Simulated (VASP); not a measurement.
# MgO (F-43m) in VASP: a series of runs

The runs below take MgO through single point, with PBE.

Everything below comes from runs of VASP 6.6.1. Logs are shortened: lines on timing, memory, paths and dates and some standing lists are left out, and cuts for length are marked.

## 1. The cell of the first run

It takes space group F-43m (No. 216, cubic). Conventional cell: a = 4.518 Å, b = 4.518 Å, c = 4.518 Å, α = 90.00°, β = 90.00°, γ = 90.00°. Within 2.6 Å of Mg (site symmetry -43m) lie 4 O at 1.96 Å. Within 2.6 Å of O (site symmetry -43m) lie 4 Mg at 1.96 Å.

## 2. Single point, PBE

File INCAR:

```
ALGO     = Normal         # electronic algorithm
EDIFF    = 1E-6           # SCF threshold, eV
ENCUT    = 520            # plane-wave cutoff, eV
GGA      = PE             # functional
ISIF     = 2              # what is computed and relaxed
ISMEAR   = -1             # smearing method
LASPH    = T              # aspherical terms in the spheres
LCHARG   = F              # write CHGCAR
LREAL    = F              # projectors in reciprocal space
LWAVE    = F              # write WAVECAR
NBANDS   = 11             # bands
NELM     = 80             # most SCF steps
PREC     = Accurate       # precision mode
SIGMA    = 0.05           # smearing width, eV
```

File KPOINTS:

```
k-points
0
Gamma
  10 10 10
```

File POSCAR:

```
MgO
1.0
    0.0000000000      2.2590823005      2.2590823005
    2.2590823005      0.0000000000      2.2590823005
    2.2590823005      2.2590823005      0.0000000000
Mg O
1 1
Direct
    0.5000000000      0.5000000000      0.5000000000
    0.7500000000      0.7500000000      0.7500000000
```

Potentials or basis: VASP PAW PBE potentials, release 64 (Mg, O).

The run is started by

```console
> cat potpaw_PBE.64/Mg/POTCAR potpaw_PBE.64/O/POTCAR > POTCAR
> mpirun -np 1 vasp_std > vasp.out
```

OUTCAR:

```text
EDIFF = 1E-6
   ENCUT = 520
   GGA = PE
   ISIF = 2
   ISMEAR = -1
   LASPH = T
   LREAL = F
   NELM = 80
   PREC = Accurate

 ion  position               nearest neighbor table
   1  0.500  0.500  0.500-   2 1.96   2 1.96   2 1.96   2 1.96
   2  0.750  0.750  0.750-   1 1.96   1 1.96   1 1.96   1 1.96

  LATTYP: Found a face centered cubic cell.
 ALAT       =     4.5181646010

  Lattice vectors:

 A1 = (   0.0000000000,   2.2590823005,   2.2590823005)
 A2 = (   2.2590823005,   0.0000000000,   2.2590823005)
 A3 = (   2.2590823005,   2.2590823005,   0.0000000000)

Analysis of symmetry for initial positions (statically):
=====================================================================
 Subroutine PRICEL returns:
 Original cell was already a primitive cell.

 Routine SETGRP: Setting up the symmetry group for a
 face centered cubic supercell.

 Subroutine GETGRP returns: Found 24 space group operations
 (whereof 24 operations were pure point group operations)
 out of a pool of 48 trial point group operations.

The static configuration has the point symmetry T_d .

Analysis of symmetry for dynamics (positions and initial velocities):
=====================================================================
 Subroutine PRICEL returns:
 Original cell was already a primitive cell.

 Routine SETGRP: Setting up the symmetry group for a
 face centered cubic supercell.

 Subroutine GETGRP returns: Found 24 space group operations
 (whereof 24 operations were pure point group operations)
 out of a pool of 48 trial point group operations.

The dynamic configuration has the point symmetry T_d .

 Subroutine INISYM returns: Found 24 space group operations
 (whereof 24 operations are pure point group operations),
 and found     1 'primitive' translations

----------------------------------------------------------------------------------------

                                     Primitive cell

  volume of cell :      23.0582

  direct lattice vectors                    reciprocal lattice vectors
     0.000000000  2.259082300  2.259082300    -0.221328811  0.221328811  0.221328811
     2.259082300  0.000000000  2.259082300     0.221328811 -0.221328811  0.221328811
     2.259082300  2.259082300  0.000000000     0.221328811  0.221328811 -0.221328811

  length of vectors
     3.194824828  3.194824828  3.194824828     0.383352746  0.383352746  0.383352746

  position of ions in fractional coordinates (direct lattice)
     0.500000000  0.500000000  0.500000000
     0.750000000  0.750000000  0.750000000

  ion indices of the primitive-cell ions
   primitive index   ion index
                 1           1
                 2           2

----------------------------------------------------------------------------------------

 KPOINTS: k-points

Automatic generation of k-mesh.
 Grid dimensions read from file:
 generate k-points for:   10   10   10

 Generating k-lattice:

  Cartesian coordinates                     Fractional coordinates (reciprocal lattice)
    -0.022132881  0.022132881  0.022132881     0.100000000  0.000000000  0.000000000
     0.022132881 -0.022132881  0.022132881     0.000000000  0.100000000  0.000000000
     0.022132881  0.022132881 -0.022132881     0.000000000  0.000000000  0.100000000

  Length of vectors
     0.038335275  0.038335275  0.038335275

  Shift w.r.t. Gamma in fractional coordinates (k-lattice)
     0.000000000  0.000000000  0.000000000

 Subroutine IBZKPT returns following result:
 ===========================================

 Found     47 irreducible k-points:

 Following reciprocal coordinates:
            Coordinates               Weight
  0.000000  0.000000  0.000000      1.000000
  0.100000  0.000000  0.000000      8.000000
  0.200000  0.000000  0.000000      8.000000
  0.300000  0.000000  0.000000      8.000000
  0.400000  0.000000  0.000000      8.000000
  0.500000  0.000000  0.000000      4.000000
[... 16 lines left out ...]
  0.300000  0.300000  0.000000      6.000000
  0.400000  0.300000  0.000000     24.000000
 [... further k-points ...]
   k-points           NKPTS =     47   k-points in BZ     NKDIM =     47   number of bands    NBANDS=     11
   number of dos      NEDOS =    301   number of ions     NIONS =      2
   total plane-waves  NPLWV =  13824
   dimension x,y,z NGX =    24 NGY =   24 NGZ =   24
   dimension x,y,z NGXF=    48 NGYF=   48 NGZF=   48
   ions per type =               1   1
   NGX,Y,Z   is equivalent  to a cutoff of  12.49, 12.49, 12.49 a.u.
   NGXF,Y,Z  is equivalent  to a cutoff of  24.98, 24.98, 24.98 a.u.
 SYSTEM =  unknown system
   PREC   = accura    normal or accurate (medium, high low for compatibility)
   ISTART =      0    job   : 0-new  1-cont  2-samecut
   ICHARG =      2    charge: 1-file 2-atom 10-const
   ISPIN  =      1    spin polarized calculation?
   LNONCOLLINEAR =      F non collinear calculations
   LSORBIT =      F    spin-orbit coupling
   LASPH  =      T    aspherical Exc in radial PAW
   ENCUT  =  520.0 eV  38.22 Ry    6.18 a.u.   5.94  5.94  5.94*2*pi/ulx,y,z
   NELM   =     80;   NELMIN=  2; NELMDL= -5     # of ELM steps
   EDIFF  = 0.1E-05   stopping-criterion for ELM
   LREAL  =      F    real-space projection
   EDIFFG = 0.1E-04   stopping-criterion for IOM
   NSW    =      0    number of steps for IOM
   IBRION =     -1    ionic relax: 0-MD 1-quasi-New 2-CG
   NFREE  =      0    steps in history (QN), initial steepest desc. (CG)
   ISIF   =      2    stress and relaxation
   ISYM   =      2    0-nonsym 1-usesym 2-fastsym
   POTIM  = 0.5000    time-step for ionic-motion
   TEBEG  =    0.0;   TEEND  =   0.0 temperature during run
   PSTRESS=    0.0 pullay stress
   NELECT =       8.0000    total number of electrons
   NUPDOWN=      -1.0000    fix difference up-down
   EMIN   =  10.00;   EMAX   =-10.00  energy-range for DOS
   EFERMI =   0.00;   METHOD = LEGACY
   ISMEAR =    -1;   SIGMA  =   0.05  broadening in eV -4-tet -1-fermi 0-gaus
   EFERMI_NEDOS =   21; number of points for ismear=-14 and -15
   IALGO  =     38    algorithm
   IMIX   =      4    mixing-type and parameters
     AMIX     =   0.40;   BMIX     =  1.00
     AMIX_MAG =   1.60;   BMIX_MAG =  1.00
  volume/ion in A,a.u.               =      11.53        77.80
  Fermi-wavevector in a.u.,A,eV,Ry     =   1.150349  2.173844 18.004613  1.323302
  Thomas-Fermi vector in A             =   2.287013
   LORBIT       =      0    0 simple, 1 ext, 2 COOP (PROOUT), +10 PAW based schemes
   GGA     = PE    functional components
   LHFCALC =     F    Hartree Fock is set to
   AEXX    =    0.0000 exact exchange contribution
   IVDW    =     0    specifies the selected vdW correction
   LEPSILON=     F    determine dielectric tensor
   LRPA    =     F    only Hartree local field effects (RPA)
 non-spin polarized calculation
  energy-cutoff  :      520.00
  volume of cell :       23.06
 maximum number of plane-waves:       636
   NGX = 11   NGY = 11   NGZ = 11

 number of electron       8.0000006 magnetization

 Free energy of the ion-electron system (eV)
  ---------------------------------------------------
  ext. energy  EPLUGINS =         0.00000000
  ---------------------------------------------------
  free energy    TOTEN  =       -11.66818826 eV

  energy without entropy =      -11.66818826  energy(sigma->0) =      -11.66818826

 E-fermi :   2.0805     XC(G=0):  -9.8513

 val. band max:        0.9468728065   @ k =   0.0000   0.0000   0.0000
 cond. band min:       4.7630188628   @ k =   0.0000   0.0000   0.0000
 fundamental gap:      3.8161460563
 Fermi energy:         2.0804912155

 k-point     1 :       0.0000    0.0000    0.0000
  band No.  band energies     occupation
      1     -15.0423      2.00000
      2       0.9469      2.00000
      3       0.9469      2.00000
      4       0.9469      2.00000
      5       4.7630      0.00000
      6      18.0986      0.00000
      7      18.0986      0.00000
      8      18.0986      0.00000
      9      21.5567      0.00000
     10      21.5569      0.00000
     11      21.7039      0.00000

 k-point     2 :       0.1000    0.0000    0.0000
  band No.  band energies     occupation
      1     -14.9793      2.00000
      2       0.4662      2.00000
      3       0.9287      2.00000
      4       0.9287      2.00000
      5       5.3244      0.00000
      6      17.1802      0.00000
      7      18.0786      0.00000
      8      18.0786      0.00000
      9      20.1619      0.00000
     10      20.1619      0.00000
     11      21.1665      0.00000

 k-point     3 :       0.2000    0.0000    0.0000
  band No.  band energies     occupation
      1     -14.8096      2.00000
      2      -0.4687      2.00000
      3       0.8817      2.00000
      4       0.8817      2.00000
      5       6.4976      0.00000
      6      15.3666      0.00000
      7      17.4827      0.00000
      8      17.4827      0.00000
      9      20.0867      0.00000
     10      20.0867      0.00000
     11      20.6794      0.00000

 k-point     4 :       0.3000    0.0000    0.0000
  band No.  band energies     occupation
      1     -14.5896      2.00000
      2      -1.3493      2.00000
      3       0.8249      2.00000
      4       0.8249      2.00000
      5       7.7844      0.00000
      6      13.5333      0.00000
      7      16.6052      0.00000
      8      16.6052      0.00000
      9      20.5930      0.00000
     10      21.1033      0.00000
     11      21.1033      0.00000
[... 239 lines left out ...]
 k-point    22 :      -0.2000    0.2000    0.0000
  band No.  band energies     occupation
      1     -14.5177      2.00000
      2      -1.1986      2.00000
      3       0.2370      2.00000
      4       0.8601      2.00000
      5       8.1991      0.00000
      6      13.5958      0.00000
      7      15.0243      0.00000
      8      16.7638      0.00000
      9      19.8799      0.00000
     10      22.1198      0.00000
     11      24.0069      0.00000

 k-point    23 :       0.3000    0.3000    0.0000
  band No.  band energies     occupation
      1     -14.4491      2.00000
      2      -1.1361      2.00000
      3       0.4405      2.00000
      4       0.4405      2.00000
      5       7.7097      0.00000
      6      13.1845      0.00000
      7      15.5701      0.00000
      8      17.7657      0.00000
      9      17.7657      0.00000
     10      24.1489      0.00000
     11      24.6817      0.00000

 k-point    24 :       0.4000    0.3000    0.0000
  band No.  band energies     occupation
      1     -14.3061      2.00000
      2      -1.3817      2.00000
      3       0.2396      2.00000
      4       0.3678      2.00000
      5       7.9352      0.00000
      6      12.7796      0.00000
      7      15.1985      0.00000
      8      17.6438      0.00000
      9      18.0721      0.00000
     10      24.6883      0.00000
     11      24.9071      0.00000

 [... further k-points ...]
[... 5 lines left out ...]
  --------------------------------------------------------------------------------------
  -------------------------------------------------------------------------------------
  Total        1.1026675      1.1026675      1.1026675     -0.0000000      0.0000000      0.0000000
  in kB       76.6176786     76.6176786     76.6176786     -0.0000000      0.0000000      0.0000000
  external PRESSURE =      76.6176786 kB  Pullay stress =       0.0000000 kB

 VOLUME and BASIS-vectors are now :
 -----------------------------------------------------------------------------
  energy-cutoff  :      520.00
  volume of cell :       23.06
      direct lattice vectors                 reciprocal lattice vectors
     0.000000000  2.259082300  2.259082300    -0.221328811  0.221328811  0.221328811
     2.259082300  0.000000000  2.259082300     0.221328811 -0.221328811  0.221328811
     2.259082300  2.259082300  0.000000000     0.221328811  0.221328811 -0.221328811

 POSITION                                       TOTAL-FORCE (eV/Angst)
 -----------------------------------------------------------------------------------
      2.25908      2.25908      2.25908         0.000000     -0.000000      0.000000
      3.38862      3.38862      3.38862        -0.000000      0.000000     -0.000000
 -----------------------------------------------------------------------------------
    total drift:                               -0.000001     -0.000001     -0.000001

  FREE ENERGIE OF THE ION-ELECTRON SYSTEM (eV)
  ---------------------------------------------------
  free  energy   TOTEN  =       -11.6681882601 eV

  energy  without entropy=      -11.6681882601  energy(sigma->0) =      -11.66818826
```

Run time: 9.1 s. Hardware: 1 thread of Intel Xeon Platinum 8488C (Sapphire Rapids), shared host; peak memory 0.14 GiB.

Results:

```
Free energy            : -11.6682 eV
Pressure               : 7.7 GPa
Band gap on the k mesh : 3.82 eV, direct
```

## 3. Single point, PBE

This run uses another cell than the first one, of 11.77 Å³/atom, 1.021 times its volume.

File INCAR:

```
SYSTEM = MgO
ALGO = Normal ; EDIFF = 1E-6
ENCUT = 520 ; GGA = PE
ISIF = 2 ; ISMEAR = -1
LASPH = .True. ; LCHARG = .False.
LREAL = .False. ; LWAVE = .False.
NBANDS = 11 ; NELM = 100
PREC = Accurate ; SIGMA = 0.05
```

File KPOINTS:

```
k-points
0
Gamma
  10 10 10
  0 0 0
```

File POSCAR:

```
MgO
1.0
    0.0000000000      2.2749918549      2.2749918549
    2.2749918549      0.0000000000      2.2749918549
    2.2749918549      2.2749918549      0.0000000000
Mg O
1 1
Direct
    0.5000000000      0.5000000000      0.5000000000
    0.7500000000      0.7500000000      0.7500000000
```

Potentials or basis: VASP PAW PBE potentials, release 64 (Mg, O).

The run is started by

```console
> cat potpaw_PBE.64/Mg/POTCAR potpaw_PBE.64/O/POTCAR > POTCAR
> mpirun -np 1 vasp_std > vasp.out
```

It took 5.9 s on 1 thread of Intel Xeon Platinum 8488C (Sapphire Rapids), shared host; peak memory 0.14 GiB.

It converged, with:

- Free energy: -11.6876 eV
- Pressure: 4.7 GPa
- Band gap on the k mesh: 3.69 eV, direct

Levels at points of the mesh, in eV from the valence-band top:
```
           k point  band 1  band 2  band 3  band 4  band 5  band 6  band 7  band 8
(0.00, 0.00, 0.00)  -15.93    0.00    0.00    0.00    3.69   16.92   16.92   16.92
(0.50, 0.00, 0.00)  -15.24   -3.06   -0.18   -0.18    8.86    9.76   14.69   14.69
(0.50, 0.50, 0.00)  -15.04   -2.53   -0.74   -0.74    6.28   11.61   14.25   16.79
```

As with any semilocal functional, this PBE gap is likely too small.

## 4. Single point, PBE

This run uses another cell than the first one, of 12.02 Å³/atom, 1.043 times its volume.

File INCAR:

```
PREC     = Accurate       # precision mode
ENCUT    = 520            # plane-wave cutoff, eV
EDIFF    = 1E-7           # SCF threshold, eV
ISMEAR   = -1             # smearing method
SIGMA    = 0.05           # smearing width, eV
LREAL    = F              # projectors in reciprocal space
LASPH    = T              # aspherical terms in the spheres
NELM     = 60             # most SCF steps
ALGO     = Normal         # electronic algorithm
ISIF     = 2              # what is computed and relaxed
LWAVE    = F              # write WAVECAR
LCHARG   = F              # write CHGCAR
GGA      = PE             # functional
NBANDS   = 11             # bands
```

File KPOINTS:

```
regular mesh
0
Gamma
  10 10 10
```

File POSCAR:

```
MgO
1.0
    0.0000000000      2.2906819497      2.2906819497
    2.2906819497      0.0000000000      2.2906819497
    2.2906819497      2.2906819497      0.0000000000
Mg O
1 1
Direct
    0.5000000000      0.5000000000      0.5000000000
    0.7500000000      0.7500000000      0.7500000000
```

The run is started by

```console
> cat potpaw_PBE.64/Mg/POTCAR potpaw_PBE.64/O/POTCAR > POTCAR
> mpirun -np 1 vasp_std > vasp.out
```

Run time: 5.9 s. Hardware: 1 thread of Intel Xeon Platinum 8488C (Sapphire Rapids), shared host; peak memory 0.14 GiB.

The run converged. Its results:

* Free energy: -11.6983 eV
* Pressure: 2.0 GPa
* Band gap on the k mesh: 3.58 eV, direct

Levels at points of the mesh, in eV from the valence-band top:
```csv
k point,band 1,band 2,band 3,band 4,band 5,band 6,band 7,band 8,band 9
"(0.00, 0.00, 0.00)",-15.87,0.00,0.00,0.00,3.58,16.69,16.69,16.69,20.21
"(0.50, 0.00, 0.00)",-15.21,-3.01,-0.18,-0.18,8.71,9.60,14.54,14.54,19.51
"(0.50, 0.50, 0.00)",-15.02,-2.49,-0.73,-0.73,6.23,11.50,13.95,16.54,16.54
```

PBE gaps usually lie below the measured ones, often by a third to a half.

## 5. Overview

| cell | gap on the mesh (eV) | pressure (GPa) |
| --- | --- | --- |
| a = 3.195 Å, angles 60.0°, 2 atoms | 3.82 | 7.7 |
| a = 3.217 Å, angles 60.0°, 2 atoms | 3.69 | 4.7 |
| a = 3.240 Å, angles 60.0°, 2 atoms | 3.58 | 2.0 |

Alike in all rows: task single point; level PBE; potentials or basis VASP PAW PBE potentials, release 64 (Mg, O); no spin polarisation; k mesh 10 × 10 × 10; cutoff (eV) 520; smearing fermi-dirac 0.05 eV.

Absolute energies hang on the potentials; compare differences alone.
